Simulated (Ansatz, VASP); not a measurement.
## One calculation of TiCo, two programs

```
CELL_PARAMETERS angstrom
2.98611 0.00000 0.00000
0.00000 2.98611 0.00000
0.00000 0.00000 2.98611
ATOMIC_POSITIONS crystal
Co 0.50000 0.50000 0.50000
Ti 0.00000 0.00000 0.00000
```

Alike in both runs: functional r2SCAN; k mesh 9 × 9 × 9; occupations fermi-dirac, width 0.05 eV; collinear spin.

|  | VASP | Ansatz |
| --- | --- | --- |
| version | VASP 6.6.1 | Ansatz 0.2.0 |
| potentials or method | VASP PAW PBE potentials, release 64 (Co, Ti_sv) | Ansatz PAW |
| plane-wave cutoff (eV) | 520 | 500 |
| valence electrons in the cell | 21 | 29 |
| task | single point | band structure |

|  | VASP | Ansatz | Ansatz less VASP |
| --- | --- | --- | --- |
| gap on the k mesh at the Fermi level (eV) | none | none | - |
| pressure (GPa) | 0.7 | 0.4 | -0.27 |
| net moment per atom (μB) | 0.43 | 0.43 | 0.000 |
| size of the moment on the site where the two differ most (μB) | 1.37 | 1.40 | +0.029 |

VASP's potentials were made for PBE, not for r2SCAN. Site moments also hang on the region over which each program counts them. A gap of «none» marks a metal or a gap that the smearing closes. VASP's potentials hold 21 valence electrons a cell and Ansatz's 29, so a difference there can come from the potentials and not from the codes.

Noted on Ansatz's run: the magnetic or orbital state may not be the lowest.
